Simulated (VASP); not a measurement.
Ni: single point with PBEsol

Ni:

```
Ni
1.0
     2.49604    0.00000    0.00000
    -1.24802    2.16163    0.00000
     0.00000    0.00000    4.15269
Ni
2
Direct
  0.66667 0.33333 0.75000
  0.33333 0.66667 0.25000
```

```json
{"Program": "VASP 6.6.1", "Task": "single point", "Functional": "PBEsol", "Potentials or basis": "VASP PAW PBE potentials, release 64 (Ni_sv_GW)", "Cutoff": "590 eV", "k mesh": "12 × 12 × 7", "Occupations": "fermi-dirac, width 0.05 eV", "Spin": "collinear spin, ferromagnetic start", "Starting moments": "[1.0, 1.0] μB"}
```

```
Pressure                                              : -17.7 GPa
Net moment                                            : 1.35 μB per cell
Site moments                                          : Ni +0.71 μB
Valence electrons inside the program's atomic spheres : Ni 16.33
```

Stress tensor (GPa, compression positive):
```
-16.57   0.00   0.00
  0.00 -16.57   0.00
  0.00   0.00 -19.89
```

Levels at points of the mesh, in eV from the Fermi level:
Spin up:
| k point | band 17 | band 18 | band 19 | band 20 | band 21 | band 22 |
| --- | --- | --- | --- | --- | --- | --- |
| (0.00, 0.00, 0.00) | -1.62 | -0.75 | -0.75 | -0.59 | 5.09 | 22.30 |
| (0.50, 0.00, 0.00) | -0.60 | -0.53 | 1.06 | 2.87 | 8.92 | 9.36 |
Spin down:
```
           k point  band 16  band 17  band 18  band 19  band 20  band 21
(0.00, 0.00, 0.00)    -0.90    -0.90    -0.62     0.01     0.01     5.54
(0.50, 0.00, 0.00)     0.17     0.19     0.30     1.58     3.29     9.05
```

Run time: 70 s on 1 thread of Intel(R) Xeon(R) 6975P-C (Granite Rapids), with other jobs on the host, peak memory 0.22 GiB.

Caveat: the PAW data sets were made with another functional, which shifts forces and pressure a little.
